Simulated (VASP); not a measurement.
# LiMo16 (a cell with a defect) in VASP: single point with PBE

Aim: the single point of LiMo16 (a cell with a defect) with PBE.

Everything below comes from runs of VASP 6.6.1. Logs are shortened: lines on timing, memory, paths and dates and some standing lists are left out, and cuts for length are marked.

## Step 1: The cell of the first run

The cell holds a defect, 17 atoms: a = 6.300 Å, b = 6.300 Å, c = 6.300 Å, α = 90.00°, β = 90.00°, γ = 90.00°.

## Step 2: Single point, PBE

The input, INCAR:

```
SYSTEM = LiMo16
PREC     = Accurate       ! precision mode
ENCUT    = 520            ! plane-wave cutoff, eV
EDIFF    = 1E-6           ! SCF threshold, eV
ISMEAR   = -1             ! smearing method
SIGMA    = 0.15           ! smearing width, eV
LREAL    = Auto         
LASPH    = .True.         ! aspherical terms in the spheres
NELM     = 100            ! most SCF steps
ALGO     = Normal         ! electronic algorithm
ISIF     = 2              ! what is computed and relaxed
LWAVE    = .False.        ! write WAVECAR
LCHARG   = .False.        ! write CHGCAR
GGA      = PE             ! functional
NBANDS   = 128            ! bands
```

The input, KPOINTS:

```
regular mesh
0
Gamma
  2 2 2
  0 0 0
```

The input, POSCAR:

```
LiMo16
1.0
    6.3000000000      0.0000000000      0.0000000000
    0.0000000000      6.3000000000      0.0000000000
    0.0000000000      0.0000000000      6.3000000000
Mo Li
16 1
Direct
    0.0086320435     -0.0019007969     -0.0079522437
    0.5075849000      0.0076309917     -0.0065130418
   -0.0008251404      0.4998820717     -0.0072929764
    0.0182545063     -0.0111179460      0.5036434070
    0.2642462908      0.2510309148      0.2419669782
    0.4588444424      0.5485276542     -0.0563049184
    0.5064975792     -0.0011202146      0.4937478229
    0.8062014286      0.2014008440      0.2908613737
    0.0083791488      0.5003671684      0.4947883833
    0.2555599713      0.7511342504      0.2432719008
    0.2556920144      0.2493718726      0.7416256427
    0.5077813273      0.4991271937      0.4852702336
    0.7566677020      0.7421506520      0.2425432389
    0.7567461322      0.2499828503      0.7503966604
    0.2463549092      0.7611872024      0.7315945895
    0.7574944099      0.7518274597      0.7410885820
    0.6315793346      0.3750565316      0.1182576673
```

Potentials or basis: VASP PAW PBE potentials, release 64 (Mo_sv, Li_sv).

Run with:

```bash
$ cat potpaw_PBE.64/Mo_sv/POTCAR potpaw_PBE.64/Li_sv/POTCAR > POTCAR
$ mpirun -np 1 vasp_std > vasp.out
```

OUTCAR:

```text
SYSTEM = LiMo16
   PREC = Accurate
   ENCUT = 520
   EDIFF = 1E-6
   ISMEAR = -1
   LREAL = Auto
   LASPH = .True.
   NELM = 100
   ISIF = 2
   GGA = PE

 ion  position               nearest neighbor table
   1  0.009  0.998  0.992-   8 2.61  15 2.68  10 2.71  14 2.71  16 2.72  11 2.72  13 2.76   5 2.76
                             4 3.08   3 3.14   2 3.14   2 3.16   3 3.16   4 3.22
   2  0.508  0.008  0.993-  17 2.57  14 2.67   5 2.67  11 2.71  16 2.76  10 2.76  13 2.78  15 2.80
                             8 2.92   6 2.93   1 3.14   7 3.15   7 3.15   1 3.16   6 3.44
   3  0.999  0.500  0.993-  17 2.57  13 2.67  14 2.67  16 2.71  11 2.76  10 2.76   5 2.78  15 2.80
                             8 2.92   6 2.93   9 3.14   1 3.14   1 3.16   9 3.16   6 3.43
   4  0.018  0.989  0.504-   8 2.32  15 2.49  16 2.68  10 2.68  11 2.68  14 2.80  13 2.80   5 2.80
                             7 3.08   1 3.08   9 3.08   9 3.22   1 3.22   7 3.23
   5  0.264  0.251  0.242-  17 2.56  12 2.67   2 2.67   7 2.71   9 2.76   1 2.76   3 2.78   4 2.80
                             8 2.92   6 2.92  11 3.15  10 3.15  10 3.15  11 3.15   8 3.44
   6  0.459  0.549  0.944-  17 1.89  15 2.32  16 2.61  11 2.61  10 2.61  12 2.92  14 2.92   5 2.92
                            13 2.92   2 2.93   3 2.93   3 3.43   2 3.44  12 3.44
   7  0.506  0.999  0.494-   8 2.61  15 2.68  16 2.71   5 2.71  10 2.72  11 2.73  14 2.76  13 2.76
                             4 3.08   2 3.15  12 3.15  12 3.15   2 3.15   4 3.23
   8  0.806  0.201  0.291-  17 1.89   4 2.32   1 2.61   9 2.61   7 2.61   5 2.92   2 2.92   3 2.92
                            12 2.92  13 2.93  14 2.93  14 3.43  13 3.43   5 3.44
   9  0.008  0.500  0.495-   8 2.61  15 2.68  11 2.71  13 2.71  16 2.72  10 2.73  14 2.76   5 2.76
                             4 3.08   3 3.14  12 3.15  12 3.15   3 3.16   4 3.22
  10  0.256  0.751  0.243-   6 2.61   4 2.68   1 2.71  12 2.71   7 2.72   9 2.73   3 2.76   2 2.76
                            15 3.08  13 3.14   5 3.15   5 3.15  13 3.16  15 3.22
  11  0.256  0.249  0.742-   6 2.61   4 2.68   9 2.71   2 2.71   1 2.72   7 2.73   3 2.76  12 2.76
                            15 3.08  14 3.14   5 3.15   5 3.15  14 3.16  15 3.23
  12  0.508  0.499  0.485-  17 2.56  13 2.67   5 2.67  10 2.71  11 2.76  16 2.76  14 2.78  15 2.80
                             6 2.92   8 2.92   9 3.15   7 3.15   7 3.15   9 3.15   6 3.44
  13  0.757  0.742  0.243-  17 2.57  12 2.67   3 2.67   9 2.71   7 2.76   1 2.76   2 2.78   4 2.80
                             6 2.92   8 2.93  16 3.14  10 3.14  10 3.16  16 3.16   8 3.43
  14  0.757  0.250  0.750-  17 2.57   2 2.67   3 2.67   1 2.71   9 2.76   7 2.76  12 2.78   4 2.80
                             6 2.92   8 2.93  16 3.14  11 3.14  11 3.16  16 3.16   8 3.43
  15  0.246  0.761  0.732-   6 2.32   4 2.49   1 2.68   9 2.68   7 2.68   3 2.80   2 2.80  12 2.80
                            11 3.08  10 3.08  16 3.08  16 3.22  10 3.22  11 3.23
  16  0.757  0.752  0.741-   6 2.61   4 2.68   3 2.71   7 2.71   1 2.72   9 2.72   2 2.76  12 2.76
                            15 3.08  14 3.14  13 3.14  13 3.16  14 3.16  15 3.22
  17  0.632  0.375  0.118-   6 1.89   8 1.89  12 2.56   5 2.56  13 2.57   2 2.57   3 2.57  14 2.57

  LATTYP: Found a simple cubic cell.
 ALAT       =     6.3000000000

  Lattice vectors:

 A1 = (   6.3000000000,   0.0000000000,   0.0000000000)
 A2 = (   0.0000000000,   6.3000000000,   0.0000000000)
 A3 = (   0.0000000000,   0.0000000000,   6.3000000000)

Analysis of symmetry for initial positions (statically):
=====================================================================
 Subroutine PRICEL returns:
 Original cell was already a primitive cell.

 Routine SETGRP: Setting up the symmetry group for a
 simple cubic supercell.

 Subroutine GETGRP returns: Found  1 space group operations
 (whereof  1 operations were pure point group operations)
 out of a pool of 48 trial point group operations.

The static configuration has the point symmetry C_1 .

Analysis of symmetry for dynamics (positions and initial velocities):
=====================================================================
 Subroutine PRICEL returns:
 Original cell was already a primitive cell.

 Routine SETGRP: Setting up the symmetry group for a
 simple cubic supercell.

 Subroutine GETGRP returns: Found  1 space group operations
 (whereof  1 operations were pure point group operations)
 out of a pool of 48 trial point group operations.

The dynamic configuration has the point symmetry C_1 .

 Subroutine INISYM returns: Found  1 space group operations
 (whereof  1 operations are pure point group operations),
 and found     1 'primitive' translations

----------------------------------------------------------------------------------------

                                     Primitive cell

  volume of cell :     250.0470

  direct lattice vectors                    reciprocal lattice vectors
     6.300000000  0.000000000  0.000000000     0.158730159  0.000000000  0.000000000
     0.000000000  6.300000000  0.000000000     0.000000000  0.158730159  0.000000000
     0.000000000  0.000000000  6.300000000     0.000000000  0.000000000  0.158730159

  length of vectors
     6.300000000  6.300000000  6.300000000     0.158730159  0.158730159  0.158730159

  position of ions in fractional coordinates (direct lattice)
     0.008632044  0.998099203  0.992047756
     0.507584900  0.007630992  0.993486958
     0.999174860  0.499882072  0.992707024
     0.018254506  0.988882054  0.503643407
     0.264246291  0.251030915  0.241966978
     0.458844442  0.548527654  0.943695082
[... 9 lines left out ...]
     0.757494410  0.751827460  0.741088582
     0.631579335  0.375056532  0.118257667

  ion indices of the primitive-cell ions
   primitive index   ion index
                 1           1
                 2           2
                 3           3
                 4           4
                 5           5
                 6           6
[... 9 lines left out ...]
                16          16
                17          17

----------------------------------------------------------------------------------------

 KPOINTS: regular mesh

Automatic generation of k-mesh.
 Grid dimensions read from file:
 generate k-points for:    2    2    2

 Generating k-lattice:

  Cartesian coordinates                     Fractional coordinates (reciprocal lattice)
     0.079365079  0.000000000  0.000000000     0.500000000  0.000000000  0.000000000
     0.000000000  0.079365079  0.000000000     0.000000000  0.500000000  0.000000000
     0.000000000  0.000000000  0.079365079     0.000000000  0.000000000  0.500000000

  Length of vectors
     0.079365079  0.079365079  0.079365079

  Shift w.r.t. Gamma in fractional coordinates (k-lattice)
     0.000000000  0.000000000  0.000000000

 Subroutine IBZKPT returns following result:
 ===========================================

 Found      8 irreducible k-points:

 Following reciprocal coordinates:
            Coordinates               Weight
  0.000000  0.000000  0.000000      1.000000
  0.500000  0.000000  0.000000      1.000000
  0.000000  0.500000  0.000000      1.000000
  0.000000  0.000000  0.500000      1.000000
  0.500000  0.500000  0.000000      1.000000
  0.000000  0.500000  0.500000      1.000000
  0.500000  0.000000  0.500000      1.000000
  0.500000  0.500000  0.500000      1.000000
   k-points           NKPTS =      8   k-points in BZ     NKDIM =      8   number of bands    NBANDS=    128
   number of dos      NEDOS =    301   number of ions     NIONS =     17
   total plane-waves  NPLWV = 110592
   dimension x,y,z NGX =    48 NGY =   48 NGZ =   48
   dimension x,y,z NGXF=    96 NGYF=   96 NGZF=   96
   ions per type =              16   1
   NGX,Y,Z   is equivalent  to a cutoff of  12.67, 12.67, 12.67 a.u.
   NGXF,Y,Z  is equivalent  to a cutoff of  25.33, 25.33, 25.33 a.u.
 SYSTEM =  LiMo16
   PREC   = accura    normal or accurate (medium, high low for compatibility)
   ISTART =      0    job   : 0-new  1-cont  2-samecut
   ICHARG =      2    charge: 1-file 2-atom 10-const
   ISPIN  =      1    spin polarized calculation?
   LNONCOLLINEAR =      F non collinear calculations
   LSORBIT =      F    spin-orbit coupling
   LASPH  =      T    aspherical Exc in radial PAW
   ENCUT  =  520.0 eV  38.22 Ry    6.18 a.u.  11.71 11.71 11.71*2*pi/ulx,y,z
   NELM   =    100;   NELMIN=  2; NELMDL= -5     # of ELM steps
   EDIFF  = 0.1E-05   stopping-criterion for ELM
   LREAL  =      T    real-space projection
   EDIFFG = 0.1E-04   stopping-criterion for IOM
   NSW    =      0    number of steps for IOM
   IBRION =     -1    ionic relax: 0-MD 1-quasi-New 2-CG
   NFREE  =      0    steps in history (QN), initial steepest desc. (CG)
   ISIF   =      2    stress and relaxation
   ISYM   =      2    0-nonsym 1-usesym 2-fastsym
   POTIM  = 0.5000    time-step for ionic-motion
   TEBEG  =    0.0;   TEEND  =   0.0 temperature during run
   PSTRESS=    0.0 pullay stress
   NELECT =     227.0000    total number of electrons
   NUPDOWN=      -1.0000    fix difference up-down
   EMIN   =  10.00;   EMAX   =-10.00  energy-range for DOS
   EFERMI =   0.00;   METHOD = LEGACY
   ISMEAR =    -1;   SIGMA  =   0.15  broadening in eV -4-tet -1-fermi 0-gaus
   EFERMI_NEDOS =   21; number of points for ismear=-14 and -15
   IALGO  =     38    algorithm
   IMIX   =      4    mixing-type and parameters
     AMIX     =   0.40;   BMIX     =  1.00
     AMIX_MAG =   1.60;   BMIX_MAG =  1.00
  volume/ion in A,a.u.               =      14.71        99.26
  Fermi-wavevector in a.u.,A,eV,Ry     =   1.585171  2.995540 34.188290  2.512768
  Thomas-Fermi vector in A             =   2.684677
   LORBIT       =      0    0 simple, 1 ext, 2 COOP (PROOUT), +10 PAW based schemes
   GGA     = PE    functional components
   LHFCALC =     F    Hartree Fock is set to
   AEXX    =    0.0000 exact exchange contribution
   IVDW    =     0    specifies the selected vdW correction
   LEPSILON=     F    determine dielectric tensor
   LRPA    =     F    only Hartree local field effects (RPA)
 non-spin polarized calculation
  energy-cutoff  :      520.00
  volume of cell :      250.05
 maximum number of plane-waves:      6776
 NGX is ok and might be reduce to    48
   NGX = 23   NGY = 23   NGZ = 23

 number of electron     226.9999999 magnetization

 Free energy of the ion-electron system (eV)
  ---------------------------------------------------
  ext. energy  EPLUGINS =         0.00000000
  ---------------------------------------------------
  free energy    TOTEN  =      -171.88205069 eV

  energy without entropy =     -171.16093729  energy(sigma->0) =     -171.52149399

 E-fermi :  12.6485     XC(G=0): -13.4408

 val. band max:       12.5922468338   @ k =   0.0000   0.5000   0.0000
 cond. band min:      12.8546582640   @ k =   0.0000   0.5000   0.0000
 fundamental gap:      0.2624114303
 Fermi energy:        12.6485446540

 k-point     1 :       0.0000    0.0000    0.0000
  band No.  band energies     occupation
      1     -48.5020      2.00000
      2     -48.3010      2.00000
      3     -48.2687      2.00000
      4     -48.1691      2.00000
      5     -48.1688      2.00000
      6     -48.1662      2.00000
[... 117 lines left out ...]
    124      14.4440      0.00001
    125      14.4474      0.00001

 k-point     2 :       0.5000    0.0000    0.0000
  band No.  band energies     occupation
      1     -48.4722      2.00000
      2     -48.3494      2.00000
      3     -48.2405      2.00000
      4     -48.2383      2.00000
      5     -48.1662      2.00000
      6     -48.1626      2.00000
[... 885 lines left out ...]
    124      14.5066      0.00001
    125      14.5122      0.00001
 [bands above 125 left out]

------------------------ aborting loop because EDIFF is reached ----------------------------------------

  FORCE on cell =-STRESS in cart. coord.  units (eV):
  Direction    XX          YY          ZZ          XY          YZ          ZX
  --------------------------------------------------------------------------------------
  -------------------------------------------------------------------------------------
  Total       23.6885585     23.6587510     23.6876212     -7.5442385     -7.5433143      7.5561488
  in kB      151.7845499    151.5935585    151.7785446    -48.3397437    -48.3338220     48.4160589
  external PRESSURE =     151.7188843 kB  Pullay stress =       0.0000000 kB

 VOLUME and BASIS-vectors are now :
 -----------------------------------------------------------------------------
  energy-cutoff  :      520.00
  volume of cell :      250.05
      direct lattice vectors                 reciprocal lattice vectors
     6.300000000  0.000000000  0.000000000     0.158730159  0.000000000  0.000000000
     0.000000000  6.300000000  0.000000000     0.000000000  0.158730159  0.000000000
     0.000000000  0.000000000  6.300000000     0.000000000  0.000000000  0.158730159

 POSITION                                       TOTAL-FORCE (eV/Angst)
 -----------------------------------------------------------------------------------
      0.05438      6.28802      6.24990         0.010682      0.023955      0.016614
      3.19778      0.04808      6.25897        -0.001534     -0.011868     -0.010369
      6.29480      3.14926      6.25405         0.018658     -0.033681      0.046065
      0.11500      6.22996      3.17295         0.035453     -0.033302      0.037249
      1.66475      1.58149      1.52439         0.023584     -0.032082      0.016673
      2.89072      3.45572      5.94528        -0.017073      0.016910      0.015772
[... 9 lines left out ...]
      4.77221      4.73651      4.66886         0.000512     -0.019141     -0.002231
      3.97895      2.36286      0.74502        -0.000124     -0.007413      0.007515
 -----------------------------------------------------------------------------------
    total drift:                                0.008822     -0.001857     -0.005426

  FREE ENERGIE OF THE ION-ELECTRON SYSTEM (eV)
  ---------------------------------------------------
  free  energy   TOTEN  =      -171.8820506938 eV

  energy  without entropy=     -171.1609372858  energy(sigma->0) =     -171.52149399
```

Run time: 8.9 min. Hardware: 1 thread of Intel Xeon Platinum 8375C at 2.90GHz (Ice Lake), shared host; peak memory 0.41 GiB.

What came out:

| Property | Result |
| --- | --- |
| Free energy | -171.8821 eV |
| Largest force | 0.070 eV/Å |
| Band gap on the k mesh | zero (an odd number of electrons rules out a gap without spin polarisation) |

Forces on the atoms (eV/Å):
```
Mo   0.011  0.024  0.017
Mo  -0.002 -0.012 -0.010
Mo   0.019 -0.034  0.046
Mo   0.035 -0.033  0.037
Mo   0.024 -0.032  0.017
Mo  -0.017  0.017  0.016
Mo   0.014 -0.026  0.024
Mo  -0.012 -0.010  0.020
Mo   0.026  0.002 -0.045
Mo   0.011  0.022 -0.014
Mo  -0.009  0.007 -0.042
Mo  -0.019  0.021 -0.005
Mo  -0.013  0.016 -0.023
Mo  -0.019  0.037 -0.002
Mo  -0.051  0.028 -0.040
Mo   0.001 -0.019 -0.002
Li   0.000 -0.007  0.008
```

Caveat: the k points lie up to 0.50 Å⁻¹ apart, too coarse for converged energies and pressures of a metal; the cutoff is under 1.25 times the usual one of these potentials, so pressure, stress and relaxed cells hold a basis-set (Pulay) error; atoms lie so close that the PAW spheres overlap strongly, which falsifies energies and pressures.

The gap in the log of VASP goes by the Fermi energy; the results here count the filled bands.